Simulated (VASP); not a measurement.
# SnSe (Fm-3m) in VASP: further runs

SnSe is run at these levels: r2SCAN; tasks: single point, relaxation of cell and atoms.

Everything below comes from runs of VASP 6.6.1. Logs are shortened: lines on timing, memory, paths and dates and some standing lists are left out, and cuts for length are marked.

### Step 1. The cell of the first run

Symmetry: Fm-3m, No. 225, cubic system. Conventional cell: a = 6.012 Å, b = 6.012 Å, c = 6.012 Å, α = 90.00°, β = 90.00°, γ = 90.00°. Sn (site symmetry m-3m) has 6 Se at 3.01 Å within 4.0 Å. Within 4.0 Å of Se (site symmetry m-3m) lie 6 Sn at 3.01 Å.

### Step 2. Single point, r2SCAN

Contents of POSCAR:

```
SnSe
1.0
    0.0000000000      3.0062487022      3.0062487022
    3.0062487022      0.0000000000      3.0062487022
    3.0062487022      3.0062487022      0.0000000000
Sn Se
1 1
Direct
    0.0000000000      0.0000000000      0.0000000000
    0.5000000000      0.5000000000      0.5000000000
```

Contents of INCAR.step1:

```
ALGO = Normal
EDIFF = 1E-4
ENCUT = 520
GGA = PE
ISMEAR = 0
LASPH = T
LCHARG = F
LREAL = F
LWAVE = T
NBANDS = 17
NELM = 80
PREC = Accurate
SIGMA = 0.01
```

Contents of INCAR.step2:

```
ALGO = Normal
EDIFF = 1E-6
ENCUT = 520
ISIF = 2
ISMEAR = 0
ISTART = 1
LASPH = T
LCHARG = F
LMIXTAU = T
LREAL = F
LWAVE = F
METAGGA = R2SCAN
NBANDS = 17
NELM = 80
PREC = Accurate
SIGMA = 0.01
```

Contents of KPOINTS:

```
k-points
0
Gamma
  8 8 8
```

Potentials or basis: VASP PAW PBE potentials, release 64 (Sn_d, Se).

Command:

```
cat potpaw_PBE.64/Sn_d/POTCAR potpaw_PBE.64/Se/POTCAR > POTCAR
cp INCAR.step1 INCAR
mpirun -np 1 vasp_std > vasp.out
cp INCAR.step2 INCAR
mpirun -np 1 vasp_std > vasp.out
```

OUTCAR:

```text
EDIFF = 1E-6
   ENCUT = 520
   ISIF = 2
   ISMEAR = 0
   ISTART = 1
   LASPH = T
   LREAL = F
   METAGGA = R2SCAN
   NELM = 80
   PREC = Accurate

 ion  position               nearest neighbor table
   1  0.000  0.000  0.000-   2 3.01   2 3.01   2 3.01   2 3.01   2 3.01   2 3.01
   2  0.500  0.500  0.500-   1 3.01   1 3.01   1 3.01   1 3.01   1 3.01   1 3.01

  LATTYP: Found a face centered cubic cell.
 ALAT       =     6.0124974044

  Lattice vectors:

 A1 = (   0.0000000000,   3.0062487022,   3.0062487022)
 A2 = (   3.0062487022,   0.0000000000,   3.0062487022)
 A3 = (   3.0062487022,   3.0062487022,   0.0000000000)

Analysis of symmetry for initial positions (statically):
=====================================================================
 Subroutine PRICEL returns:
 Original cell was already a primitive cell.

 Routine SETGRP: Setting up the symmetry group for a
 face centered cubic supercell.

 Subroutine GETGRP returns: Found 48 space group operations
 (whereof 48 operations were pure point group operations)
 out of a pool of 48 trial point group operations.

The static configuration has the point symmetry O_h .

Analysis of symmetry for dynamics (positions and initial velocities):
=====================================================================
 Subroutine PRICEL returns:
 Original cell was already a primitive cell.

 Routine SETGRP: Setting up the symmetry group for a
 face centered cubic supercell.

 Subroutine GETGRP returns: Found 48 space group operations
 (whereof 48 operations were pure point group operations)
 out of a pool of 48 trial point group operations.

The dynamic configuration has the point symmetry O_h .

 Subroutine INISYM returns: Found 48 space group operations
 (whereof 48 operations are pure point group operations),
 and found     1 'primitive' translations

----------------------------------------------------------------------------------------

                                     Primitive cell

  volume of cell :      54.3381

  direct lattice vectors                    reciprocal lattice vectors
     0.000000000  3.006248702  3.006248702    -0.166320238  0.166320238  0.166320238
     3.006248702  0.000000000  3.006248702     0.166320238 -0.166320238  0.166320238
     3.006248702  3.006248702  0.000000000     0.166320238  0.166320238 -0.166320238

  length of vectors
     4.251477687  4.251477687  4.251477687     0.288075103  0.288075103  0.288075103

  position of ions in fractional coordinates (direct lattice)
     0.000000000  0.000000000  0.000000000
     0.500000000  0.500000000  0.500000000

  ion indices of the primitive-cell ions
   primitive index   ion index
                 1           1
                 2           2

----------------------------------------------------------------------------------------

 KPOINTS: k-points

Automatic generation of k-mesh.
 Grid dimensions read from file:
 generate k-points for:    8    8    8

 Generating k-lattice:

  Cartesian coordinates                     Fractional coordinates (reciprocal lattice)
    -0.020790030  0.020790030  0.020790030     0.125000000  0.000000000  0.000000000
     0.020790030 -0.020790030  0.020790030     0.000000000  0.125000000  0.000000000
     0.020790030  0.020790030 -0.020790030     0.000000000  0.000000000  0.125000000

  Length of vectors
     0.036009388  0.036009388  0.036009388

  Shift w.r.t. Gamma in fractional coordinates (k-lattice)
     0.000000000  0.000000000  0.000000000

 Subroutine IBZKPT returns following result:
 ===========================================

 Found     29 irreducible k-points:

 Following reciprocal coordinates:
            Coordinates               Weight
  0.000000  0.000000  0.000000      1.000000
  0.125000  0.000000  0.000000      8.000000
  0.250000  0.000000  0.000000      8.000000
  0.375000  0.000000  0.000000      8.000000
  0.500000  0.000000  0.000000      4.000000
  0.125000  0.125000  0.000000      6.000000
[... 16 lines left out ...]
  0.500000  0.250000  0.125000     48.000000
 -0.375000  0.250000  0.125000     24.000000
 [... further k-points ...]
   k-points           NKPTS =     29   k-points in BZ     NKDIM =     29   number of bands    NBANDS=     17
   number of dos      NEDOS =    301   number of ions     NIONS =      2
   total plane-waves  NPLWV =  32768
   dimension x,y,z NGX =    32 NGY =   32 NGZ =   32
   dimension x,y,z NGXF=    64 NGYF=   64 NGZF=   64
   ions per type =               1   1
   NGX,Y,Z   is equivalent  to a cutoff of  12.51, 12.51, 12.51 a.u.
   NGXF,Y,Z  is equivalent  to a cutoff of  25.03, 25.03, 25.03 a.u.
 SYSTEM =  unknown system
   PREC   = accura    normal or accurate (medium, high low for compatibility)
   ISTART =      1    job   : 0-new  1-cont  2-samecut
   ICHARG =      0    charge: 1-file 2-atom 10-const
   ISPIN  =      1    spin polarized calculation?
   LNONCOLLINEAR =      F non collinear calculations
   LSORBIT =      F    spin-orbit coupling
   LASPH  =      T    aspherical Exc in radial PAW
   ENCUT  =  520.0 eV  38.22 Ry    6.18 a.u.   7.90  7.90  7.90*2*pi/ulx,y,z
   NELM   =     80;   NELMIN=  2; NELMDL=  0     # of ELM steps
   EDIFF  = 0.1E-05   stopping-criterion for ELM
   LREAL  =      F    real-space projection
   EDIFFG = 0.1E-04   stopping-criterion for IOM
   NSW    =      0    number of steps for IOM
   IBRION =     -1    ionic relax: 0-MD 1-quasi-New 2-CG
   NFREE  =      0    steps in history (QN), initial steepest desc. (CG)
   ISIF   =      2    stress and relaxation
   ISYM   =      2    0-nonsym 1-usesym 2-fastsym
   POTIM  = 0.5000    time-step for ionic-motion
   TEBEG  =    0.0;   TEEND  =   0.0 temperature during run
   PSTRESS=    0.0 pullay stress
   NELECT =      20.0000    total number of electrons
   NUPDOWN=      -1.0000    fix difference up-down
   EMIN   =  10.00;   EMAX   =-10.00  energy-range for DOS
   EFERMI =   0.00;   METHOD = LEGACY
   ISMEAR =     0;   SIGMA  =   0.01  broadening in eV -4-tet -1-fermi 0-gaus
   EFERMI_NEDOS =   21; number of points for ismear=-14 and -15
   IALGO  =     38    algorithm
   IMIX   =      4    mixing-type and parameters
     AMIX     =   0.40;   BMIX     =  1.00
     AMIX_MAG =   1.60;   BMIX_MAG =  1.00
  volume/ion in A,a.u.               =      27.17       183.35
  Fermi-wavevector in a.u.,A,eV,Ry     =   1.173230  2.217084 18.728001  1.376469
  Thomas-Fermi vector in A             =   2.309647
   LORBIT       =      0    0 simple, 1 ext, 2 COOP (PROOUT), +10 PAW based schemes
   METAGGA = R2SCAN    functional components
   LHFCALC =     F    Hartree Fock is set to
   AEXX    =    0.0000 exact exchange contribution
   IVDW    =     0    specifies the selected vdW correction
   LEPSILON=     F    determine dielectric tensor
   LRPA    =     F    only Hartree local field effects (RPA)
 non-spin polarized calculation
 Gauss-broadening in eV      SIGMA  =   0.01
  energy-cutoff  :      520.00
  volume of cell :       54.34
 maximum number of plane-waves:      1476
   NGX = 15   NGY = 15   NGZ = 15

 number of electron      20.0000006 magnetization

 Free energy of the ion-electron system (eV)
  ---------------------------------------------------
  ext. energy  EPLUGINS =         0.00000000
  ---------------------------------------------------
  free energy    TOTEN  =       -39.87879391 eV

  energy without entropy =      -39.87879391  energy(sigma->0) =      -39.87879391

 E-fermi :   5.8772     XC(G=0): -10.2083

 val. band max:        5.7485221464   @ k =   0.5000   0.0000   0.0000
 cond. band min:       6.2203930081   @ k =   0.5000   0.0000   0.0000
 fundamental gap:      0.4718708618
 Fermi energy:         5.8772058651

 k-point     1 :       0.0000    0.0000    0.0000
  band No.  band energies     occupation
      1     -16.7985      2.00000
      2     -16.7985      2.00000
      3     -16.7960      2.00000
      4     -16.7960      2.00000
      5     -16.7960      2.00000
      6      -9.0016      2.00000
[... 9 lines left out ...]
     16      11.7868      0.00000
     17      14.0689      0.00000

 k-point     2 :       0.1250    0.0000    0.0000
  band No.  band energies     occupation
      1     -16.7995      2.00000
      2     -16.7995      2.00000
      3     -16.7956      2.00000
      4     -16.7943      2.00000
      5     -16.7943      2.00000
      6      -8.8868      2.00000
[... 9 lines left out ...]
     16      12.1677      0.00000
     17      15.1605      0.00000

 k-point     3 :       0.2500    0.0000    0.0000
  band No.  band energies     occupation
      1     -16.8027      2.00000
      2     -16.8026      2.00000
      3     -16.7947      2.00000
      4     -16.7897      2.00000
      5     -16.7896      2.00000
      6      -8.5775      2.00000
[... 9 lines left out ...]
     16      13.1622      0.00000
     17      17.4330      0.00000

 k-point     4 :       0.3750    0.0000    0.0000
  band No.  band energies     occupation
      1     -16.8059      2.00000
      2     -16.8059      2.00000
      3     -16.7938      2.00000
      4     -16.7849      2.00000
      5     -16.7849      2.00000
      6      -8.2037      2.00000
[... 9 lines left out ...]
     16      14.6926      0.00000
     17      17.5842      0.00000
[... 343 lines left out ...]
      1     -16.8102      2.00000
      2     -16.7988      2.00000
      3     -16.7965      2.00000
      4     -16.7872      2.00000
      5     -16.7857      2.00000
      6      -8.3295      2.00000
[... 9 lines left out ...]
     16      15.5319      0.00000
     17      15.6052      0.00000

 k-point    23 :       0.5000    0.2500    0.1250
  band No.  band energies     occupation
      1     -16.8131      2.00000
      2     -16.8011      2.00000
      3     -16.7937      2.00000
      4     -16.7857      2.00000
      5     -16.7831      2.00000
      6      -8.0116      2.00000
[... 9 lines left out ...]
     16      15.7602      0.00000
     17      17.2472      0.00000

 k-point    24 :      -0.3750    0.2500    0.1250
  band No.  band energies     occupation
      1     -16.8141      2.00000
      2     -16.8023      2.00000
      3     -16.7909      2.00000
      4     -16.7871      2.00000
      5     -16.7817      2.00000
      6      -7.8617      2.00000
[... 9 lines left out ...]
     16      16.9493      0.00000
     17      16.9897      0.00000

 [... further k-points ...]
[... 5 lines left out ...]
  --------------------------------------------------------------------------------------
  -------------------------------------------------------------------------------------
  Total        0.0238889      0.0238889      0.0238889      0.0000000      0.0000000      0.0000000
  in kB        0.7043721      0.7043721      0.7043721      0.0000000      0.0000000      0.0000000
  external PRESSURE =       0.7043721 kB  Pullay stress =       0.0000000 kB

 VOLUME and BASIS-vectors are now :
 -----------------------------------------------------------------------------
  energy-cutoff  :      520.00
  volume of cell :       54.34
      direct lattice vectors                 reciprocal lattice vectors
     0.000000000  3.006248702  3.006248702    -0.166320238  0.166320238  0.166320238
     3.006248702  0.000000000  3.006248702     0.166320238 -0.166320238  0.166320238
     3.006248702  3.006248702  0.000000000     0.166320238  0.166320238 -0.166320238

 POSITION                                       TOTAL-FORCE (eV/Angst)
 -----------------------------------------------------------------------------------
      0.00000      0.00000      0.00000        -0.000000      0.000000      0.000000
      3.00625      3.00625      3.00625         0.000000     -0.000000     -0.000000
 -----------------------------------------------------------------------------------
    total drift:                                0.000000     -0.000000     -0.000000

  FREE ENERGIE OF THE ION-ELECTRON SYSTEM (eV)
  ---------------------------------------------------
  free  energy   TOTEN  =       -39.8787939051 eV

  energy  without entropy=      -39.8787939051  energy(sigma->0) =      -39.87879391
```

Run time: 50 s. Hardware: 1 thread of AMD EPYC 9R45 (Zen 5), shared host; peak memory 0.16 GiB.

What came out:

```yaml
Free_energy: -39.8788 eV
Pressure: 0.1 GPa
Band_gap_on_the_k_mesh: 0.47 eV, direct
```

Levels at points of the mesh, in eV from the valence-band top:
| k point | band 6 | band 7 | band 8 | band 9 | band 10 | band 11 | band 12 | band 13 | band 14 | band 15 |
| --- | --- | --- | --- | --- | --- | --- | --- | --- | --- | --- |
| (0.00, 0.00, 0.00) | -14.75 | -5.24 | -2.65 | -2.65 | -2.65 | 4.37 | 4.37 | 4.37 | 6.04 | 6.04 |
| (0.50, 0.00, 0.00) | -13.77 | -8.59 | -2.38 | -2.38 | 0.00 | 0.47 | 1.13 | 1.13 | 8.58 | 10.42 |
| (0.50, 0.50, 0.00) | -13.47 | -6.36 | -5.97 | -4.12 | -4.12 | 3.10 | 5.48 | 5.48 | 6.18 | 10.63 |

Caveat: the PAW data sets were made with another functional, which shifts forces and pressure a little; spin-orbit coupling is left out, which moves the levels of the heavy elements. A k mesh can miss the band edges.

### Step 3. Relaxation of cell and atoms, r2SCAN

This run uses another cell than the first one, of 27.27 Å³/atom, 1.004 times its volume.

Contents of POSCAR:

```
SnSe
1.0
    0.0000000000      3.0100000000      3.0100000000
    3.0100000000      0.0000000000      3.0100000000
    3.0100000000      3.0100000000      0.0000000000
Sn Se
1 1
Direct
    0.0000000000      0.0000000000      0.0000000000
    0.5000000000      0.5000000000      0.5000000000
```

Contents of INCAR.step1:

```
SYSTEM = SnSe
ALGO     = Normal         ! electronic algorithm
EDIFF    = 1E-4           ! SCF threshold, eV
ENCUT    = 600            ! plane-wave cutoff, eV
GGA      = PE             ! functional
ISMEAR   = 0              ! smearing method
LASPH    = .True.         ! aspherical terms in the spheres
LCHARG   = .False.        ! write CHGCAR
LREAL    = .False.        ! projectors in reciprocal space
LWAVE    = .True.         ! write WAVECAR
NELM     = 80             ! most SCF steps
PREC     = Accurate       ! precision mode
SIGMA    = 0.01           ! smearing width, eV
```

Contents of INCAR.step2:

```
SYSTEM = SnSe
ALGO     = Normal         ! electronic algorithm
EDIFF    = 1E-6           ! SCF threshold, eV
EDIFFG   = -0.01          ! ionic threshold
ENCUT    = 600            ! plane-wave cutoff, eV
IBRION   = 2              ! ionic algorithm
ISIF     = 3              ! what is computed and relaxed
ISMEAR   = 0              ! smearing method
ISTART   = 1            
LASPH    = .True.         ! aspherical terms in the spheres
LCHARG   = .False.        ! write CHGCAR
LMIXTAU  = .True.       
LREAL    = .False.        ! projectors in reciprocal space
LWAVE    = .False.        ! write WAVECAR
METAGGA  = R2SCAN         ! meta-GGA
NELM     = 80             ! most SCF steps
NSW      = 80             ! ionic steps
PREC     = Accurate       ! precision mode
SIGMA    = 0.01           ! smearing width, eV
```

Contents of KPOINTS:

```
k-points
0
Gamma
  8 8 8
  0 0 0
```

Potentials or basis: VASP PAW PBE potentials, release 64 (Sn_d, Se).

Command:

```
cat potpaw_PBE.64/Sn_d/POTCAR potpaw_PBE.64/Se/POTCAR > POTCAR
cp INCAR.step1 INCAR
mpirun -np 1 vasp_std > vasp.out
cp INCAR.step2 INCAR
mpirun -np 1 vasp_std > vasp.out
```

Wall time 2.1 min (1 thread of AMD EPYC 9R45 (Zen 5), shared host); peak memory 0.21 GiB.

Results (log left out):

| Quantity | Value |
| --- | --- |
| Free energy | -39.8806 eV |
| Relaxed volume | 27.20 Å³/atom |
| Relaxed cell | a = 4.253 Å, b = 4.253 Å, c = 4.253 Å, α = 60.00°, β = 60.00°, γ = 60.00° |
| Space group after relaxing (to 0.05 Å) | Fm-3m (No. 225) |
| Energy gained by relaxing | 0.0 meV/atom |
| Ionic steps | 2 |
| Pressure after relaxing | 0.0 GPa |
| Band gap on the k mesh | 0.47 eV, direct |

Final structure:
```xyz
2
Lattice="0.0000 3.0073 3.0073 3.0073 0.0000 3.0073 3.0073 3.0073 0.0000" Properties=species:S:1:pos:R:3 pbc="T T T"
Sn    3.0073    3.0073    6.0145
Se    3.0073    3.0073    3.0073
```

Levels at points of the mesh, in eV from the valence-band top:
```
           k point  band 8  band 9  band 10  band 11  band 12  band 13
(0.00, 0.00, 0.00)   -2.65   -2.65    -2.65     4.37     4.37     4.37
(0.50, 0.00, 0.00)   -2.38   -2.38     0.00     0.47     1.13     1.13
(0.50, 0.50, 0.00)   -5.97   -4.12    -4.12     3.10     5.48     5.48
```

Caveat: the PAW data sets were made with another functional, which shifts forces and pressure a little; spin-orbit coupling is left out, which moves the levels of the heavy elements.
